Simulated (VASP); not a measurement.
# PbS (Fm-3m) in VASP: vibrations by perturbation theory with LDA

Aim: the vibrations by perturbation theory of PbS with LDA.

Everything below comes from runs of VASP 6.6.1. Logs are shortened: lines on timing, memory, paths and dates and some standing lists are left out, and cuts for length are marked.

**1. The cell of the first run**

Symmetry: Fm-3m, No. 225, cubic system. The conventional cell has a = 5.931 Å, b = 5.931 Å, c = 5.931 Å, α = 90.00°, β = 90.00°, γ = 90.00°. Within 3.9 Å of Pb (site symmetry m-3m) lie 6 S at 2.97 Å. Within 3.9 Å of S (site symmetry m-3m) lie 6 Pb at 2.97 Å.

**2. Vibrations by perturbation theory, LDA**

INCAR

```
ALGO     = Normal         # electronic algorithm
EDIFF    = 1E-8           # SCF threshold, eV
ENCUT    = 520            # plane-wave cutoff, eV
GGA      = CA             # functional
IBRION   = 8              # ionic algorithm
ISIF     = 2              # what is computed and relaxed
ISMEAR   = -1             # smearing method
LASPH    = T              # aspherical terms in the spheres
LCHARG   = F              # write CHGCAR
LREAL    = F              # projectors in reciprocal space
LWAVE    = F              # write WAVECAR
NBANDS   = 17             # bands
NELM     = 80             # most SCF steps
NSW      = 1              # ionic steps
PREC     = Accurate       # precision mode
SIGMA    = 0.01           # smearing width, eV
```

KPOINTS

```
k-points
0
Gamma
  6 6 6
```

POSCAR

```
PbS
1.0
    0.0000000000      2.9657500000      2.9657500000
    2.9657500000      0.0000000000      2.9657500000
    2.9657500000      2.9657500000      0.0000000000
Pb S
1 1
Direct
    0.0000000000      0.0000000000      0.0000000000
    0.5000000000      0.5000000000      0.5000000000
```

Potentials or basis: VASP PAW LDA potentials, release 64 (Pb_d, S).

Started as:

```
$ cat potpaw_LDA.64/Pb_d/POTCAR potpaw_LDA.64/S/POTCAR > POTCAR
$ mpirun -np 1 vasp_std > vasp.out
```

OUTCAR:

```text
EDIFF = 1E-8
   ENCUT = 520
   GGA = CA
   IBRION = 8
   ISIF = 2
   ISMEAR = -1
   LASPH = T
   LREAL = F
   NELM = 80
   NSW = 1
   PREC = Accurate

 ion  position               nearest neighbor table
   1  0.000  0.000  0.000-   2 2.97   2 2.97   2 2.97   2 2.97   2 2.97   2 2.97
   2  0.500  0.500  0.500-   1 2.97   1 2.97   1 2.97   1 2.97   1 2.97   1 2.97

  LATTYP: Found a face centered cubic cell.
 ALAT       =     5.9315000000

  Lattice vectors:

 A1 = (   0.0000000000,   2.9657500000,   2.9657500000)
 A2 = (   2.9657500000,   0.0000000000,   2.9657500000)
 A3 = (   2.9657500000,   2.9657500000,   0.0000000000)

Analysis of symmetry for initial positions (statically):
=====================================================================
 Subroutine PRICEL returns:
 Original cell was already a primitive cell.

 Routine SETGRP: Setting up the symmetry group for a
 face centered cubic supercell.

 Subroutine GETGRP returns: Found 48 space group operations
 (whereof 48 operations were pure point group operations)
 out of a pool of 48 trial point group operations.

The static configuration has the point symmetry O_h .

Analysis of symmetry for dynamics (positions and initial velocities):
=====================================================================
 Subroutine PRICEL returns:
 Original cell was already a primitive cell.

 Routine SETGRP: Setting up the symmetry group for a
 face centered cubic supercell.

 Subroutine GETGRP returns: Found 48 space group operations
 (whereof 48 operations were pure point group operations)
 out of a pool of 48 trial point group operations.

The dynamic configuration has the point symmetry O_h .

 Subroutine INISYM returns: Found 48 space group operations
 (whereof 48 operations are pure point group operations),
 and found     1 'primitive' translations

----------------------------------------------------------------------------------------

                                     Primitive cell

  volume of cell :      52.1715

  direct lattice vectors                    reciprocal lattice vectors
     0.000000000  2.965750000  2.965750000    -0.168591419  0.168591419  0.168591419
     2.965750000  0.000000000  2.965750000     0.168591419 -0.168591419  0.168591419
     2.965750000  2.965750000  0.000000000     0.168591419  0.168591419 -0.168591419

  length of vectors
     4.194203873  4.194203873  4.194203873     0.292008903  0.292008903  0.292008903

  position of ions in fractional coordinates (direct lattice)
     0.000000000  0.000000000  0.000000000
     0.500000000  0.500000000  0.500000000

  ion indices of the primitive-cell ions
   primitive index   ion index
                 1           1
                 2           2

----------------------------------------------------------------------------------------

 KPOINTS: k-points

Automatic generation of k-mesh.
 Grid dimensions read from file:
 generate k-points for:    6    6    6

 Generating k-lattice:

  Cartesian coordinates                     Fractional coordinates (reciprocal lattice)
    -0.028098570  0.028098570  0.028098570     0.166666667  0.000000000  0.000000000
     0.028098570 -0.028098570  0.028098570     0.000000000  0.166666667  0.000000000
     0.028098570  0.028098570 -0.028098570     0.000000000  0.000000000  0.166666667

[... 63 lines left out ...]
   EFERMI_NEDOS =   21; number of points for ismear=-14 and -15
   IALGO  =     38    algorithm
   IMIX   =      4    mixing-type and parameters
     AMIX     =   0.40;   BMIX     =  1.00
     AMIX_MAG =   1.60;   BMIX_MAG =  1.00
  volume/ion in A,a.u.               =      26.09       176.04
  Fermi-wavevector in a.u.,A,eV,Ry     =   1.189251  2.247359 19.242973  1.414319
  Thomas-Fermi vector in A             =   2.325363
   LORBIT       =      0    0 simple, 1 ext, 2 COOP (PROOUT), +10 PAW based schemes
   GGA     = CA    functional components
   LHFCALC =     F    Hartree Fock is set to
   AEXX    =    0.0000 exact exchange contribution
   IVDW    =     0    specifies the selected vdW correction
   LEPSILON=     F    determine dielectric tensor
   LRPA    =     F    only Hartree local field effects (RPA)
 non-spin polarized calculation
  energy-cutoff  :      520.00
  volume of cell :       52.17
 maximum number of plane-waves:      1420
   NGX = 15   NGY = 15   NGZ = 15

--------------------------------------- Ionic step        1  -------------------------------------------

 number of electron      19.9999998 magnetization

 Free energy of the ion-electron system (eV)
  ---------------------------------------------------
  ext. energy  EPLUGINS =         0.00000000
  ---------------------------------------------------
  free energy    TOTEN  =        -9.98419116 eV

  energy without entropy =       -9.98419091  energy(sigma->0) =       -9.98419103

 E-fermi :   5.6994     XC(G=0): -10.0295

 val. band max:        5.5951824338   @ k =   0.5000   0.0000   0.0000
 cond. band min:       5.8035308427   @ k =   0.5000   0.0000   0.0000
 fundamental gap:      0.2083484089
 Fermi energy:         5.6993562995

 k-point     1 :       0.0000    0.0000    0.0000
  band No.  band energies     occupation
      1     -11.1782      2.00000
      2     -11.1782      2.00000
      3     -11.1782      2.00000
      4     -11.1692      2.00000
      5     -11.1692      2.00000
      6      -7.9772      2.00000
[... 299 lines left out ...]
      6      -6.2182      2.00000
[... 9 lines left out ...]
     16      17.3957      0.00000
     17      17.8662      0.00000

------------------------ aborting loop because EDIFF is reached ----------------------------------------

  FORCE on cell =-STRESS in cart. coord.  units (eV):
  Direction    XX          YY          ZZ          XY          YZ          ZX
  --------------------------------------------------------------------------------------
  -------------------------------------------------------------------------------------
  Total       -0.8349919     -0.8349919     -0.8349919      0.0000000     -0.0000000      0.0000000
  in kB      -25.6424317    -25.6424317    -25.6424317      0.0000000     -0.0000000      0.0000000
  external PRESSURE =     -25.6424317 kB  Pullay stress =       0.0000000 kB

 VOLUME and BASIS-vectors are now :
 -----------------------------------------------------------------------------
  energy-cutoff  :      520.00
  volume of cell :       52.17
      direct lattice vectors                 reciprocal lattice vectors
     0.000000000  2.965750000  2.965750000    -0.168591419  0.168591419  0.168591419
     2.965750000  0.000000000  2.965750000     0.168591419 -0.168591419  0.168591419
     2.965750000  2.965750000  0.000000000     0.168591419  0.168591419 -0.168591419

 POSITION                                       TOTAL-FORCE (eV/Angst)
 -----------------------------------------------------------------------------------
      0.00000      0.00000      0.00000         0.000000     -0.000000      0.000000
      2.96575      2.96575      2.96575        -0.000000      0.000000     -0.000000
 -----------------------------------------------------------------------------------
    total drift:                                0.000000     -0.000000     -0.000000

  FREE ENERGIE OF THE ION-ELECTRON SYSTEM (eV)
  ---------------------------------------------------
  free  energy   TOTEN  =        -9.9841911590 eV

  energy  without entropy=       -9.9841909060  energy(sigma->0) =       -9.98419103

[... ionic steps 2 to 3 ...]

--------------------------------------- Ionic step        4  -------------------------------------------

------------------------ aborting loop because EDIFF is reached ----------------------------------------

[... ionic steps 5 to 6 ...]

--------------------------------------- Ionic step        7  -------------------------------------------

 Free energy of the ion-electron system (eV)
  ---------------------------------------------------
  ---------------------------------------------------
  free energy    TOTEN  =        -0.10679045 eV

  energy without entropy =       -0.10679045

------------------------ aborting loop because EDIFF is reached ----------------------------------------

 INTERNAL STRAIN TENSOR  FOR ION    2  DIRECTION 1   (eV/Angst):
 -----------------------------------------------------------------------------
    -0.00716 -0.00000 -0.00000
     0.00000  0.00919 -0.00000
     0.00000 -0.00000  0.00919

 INTERNAL STRAIN TENSOR FOR ION    2 for displacements in x,y,z  (eV/Angst):
          X           Y           Z          XY          YZ          ZX
  --------------------------------------------------------------------------------
  x     0.00000     0.00000     0.00000     0.00000     0.00000     0.00000
  y     0.00000     0.00000     0.00000     0.00000     0.00000     0.00000
  z     0.00000     0.00000     0.00000     0.00000     0.00000     0.00000

 SECOND DERIVATIVES (NOT SYMMETRIZED)
 ------------------------------------
               1X          1Y          1Z          2X          2Y          2Z
  1X     0.362864    0.000000    0.000000   -0.362864    0.000000    0.000000
  1Y     0.000000    0.362864    0.000000    0.000000   -0.362864    0.000000
  1Z     0.000000    0.000000    0.362864    0.000000    0.000000   -0.362864
  2X    -0.362134    0.000000    0.000000    0.362134    0.000000    0.000000
  2Y     0.000000   -0.362134    0.000000    0.000000    0.362134    0.000000
  2Z     0.000000    0.000000   -0.362134    0.000000    0.000000    0.362134

 Eigenvectors and eigenvalues of the dynamical matrix
 ----------------------------------------------------

   1 f  =    0.000613 THz     0.003852 2PiTHz    0.020450 cm-1     0.002535 meV
             X         Y         Z           dx          dy          dz
      0.000000  0.000000  0.000000    -0.930456    0.000000    0.000000
      2.965750  2.965750  2.965750    -0.366404    0.000000    0.000000
[... 21 lines left out ...]
   6 f/i=    1.785530 THz    11.218818 2PiTHz   59.558883 cm-1     7.384357 meV
             X         Y         Z           dx          dy          dz
      0.000000  0.000000  0.000000    -0.366404    0.000000    0.000000
      2.965750  2.965750  2.965750     0.930456    0.000000    0.000000

--------------------------------------------------------------------------------------------------------

 ELASTIC MODULI CONTR FROM IONIC RELAXATION (kBar)
 Direction    XX          YY          ZZ          XY          YZ          ZX
 --------------------------------------------------------------------------------
 XX           0.0000      0.0000      0.0000      0.0000      0.0000      0.0000
 YY           0.0000      0.0000      0.0000      0.0000      0.0000      0.0000
 ZZ           0.0000      0.0000      0.0000      0.0000      0.0000      0.0000
 XY           0.0000      0.0000      0.0000      0.0000      0.0000      0.0000
 YZ           0.0000      0.0000      0.0000      0.0000      0.0000      0.0000
 ZX           0.0000      0.0000      0.0000      0.0000      0.0000      0.0000
 --------------------------------------------------------------------------------
```

Wall time 2.4 min (1 thread of Intel Xeon 8259CL, shared host); peak memory 0.23 GiB.

Results:

```yaml
Highest_phonon_frequency_at_Γ_LO-TO_splitting_left_out: 0 cm⁻¹
Most_unstable_mode: 60i cm⁻¹
```

Phonon frequencies in cm⁻¹ (negative: imaginary):
```
              q point        frequencies
(0.000, 0.000, 0.000)  -60 -60 -60 0 0 0
```

Caveat: the cell stands under pressure or tension, which shifts response properties; some modes are imaginary; spin-orbit coupling is left out, which moves the levels of the heavy elements.
